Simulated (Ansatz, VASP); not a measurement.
Given: the input of a run of VASP 6.6.1 on Ge.

The input INCAR:

```
SYSTEM = Ge
ALGO = Normal
EDIFF = 1E-7
ENCUT = 520
ISIF = 2
ISMEAR = -1
LASPH = .TRUE.
LCHARG = .FALSE.
LREAL = .FALSE.
LWAVE = .FALSE.
NBANDS = 21
NELM = 60
PREC = Accurate
SIGMA = 0.05
```

Contents of KPOINTS:

```
k-points
0
G
  11 11 11
  0 0 0
```

POSCAR

```
Ge
1.0
   -2.5287425297      2.6857467767      1.4558563658
    2.5287425297     -2.6857467767      1.4558563658
    2.5287425297      2.6857467767     -1.4558563658
Ge
2
Direct
    0.3140570000      0.0640570000      0.2500000000
    0.6859430000      0.9359430000      0.7500000000
```

Potentials or basis: VASP PAW LDA potentials, release 64 (Ge_d).

Run with:

```console
$ cat potpaw_LDA.64/Ge_d/POTCAR > POTCAR
$ mpirun -np 1 vasp_std > vasp.out
```

Task: Set up the same calculation for Ansatz 0.2.0. Potentials there: all-electron LAPW, scalar-relativistic.

Result: As run (the cutoff follows the program's own potentials):

input.yaml

```yaml
crystal:
  lattice:
    - [-2.5287425297, 2.6857467767, 1.4558563658]
    - [2.5287425297, -2.6857467767, 1.4558563658]
    - [2.5287425297, 2.6857467767, -1.4558563658]
  atoms:
    - { symbol: Ge, position: [0.314057, 0.064057, 0.25] }
    - { symbol: Ge, position: [0.685943, 0.935943, 0.75] }
kpoints:
  mp_grid: { grid: [11, 11, 11] }
scf:
  occupations: { method: fermi_dirac, width: 0.05 }
hamiltonian:
  xc: lda
  pseudopotentials: { kind: all_electron, lapw: { basis_error: 0.001 } }
output:
  forces: true
  stress: true
  eigenvalues: true
```

Potentials or basis: all-electron LAPW, scalar-relativistic.

Run with:

```console
$ ansatz run input.yaml --threads 1 --pin off --max-ram 3072MiB --backend cpu --events-out ev --progress --plain --runs-dir out
```

Both were run:

|  | VASP | Ansatz | Ansatz less VASP |
| --- | --- | --- | --- |
| gap on the k mesh at the Fermi level (eV) | none | none | - |
| pressure (GPa) | -6.5 | -6.4 | +0.07 |
| traceless stress, the component that is largest in VASP (GPa) | 0.97 | 0.96 | -0.007 |
| rms of the force components (eV/Å) | 0.040 | 0.039 | -0.0009 |

LDA's correlation is that of Perdew and Zunger in VASP and of Perdew and Wang (1992) in Ansatz. Atom by atom the forces differ by 0.001 eV/Å (rms over components). A gap of «none» marks a metal or a gap that the smearing closes. Ansatz ran all-electron here, and VASP with PAW potentials.
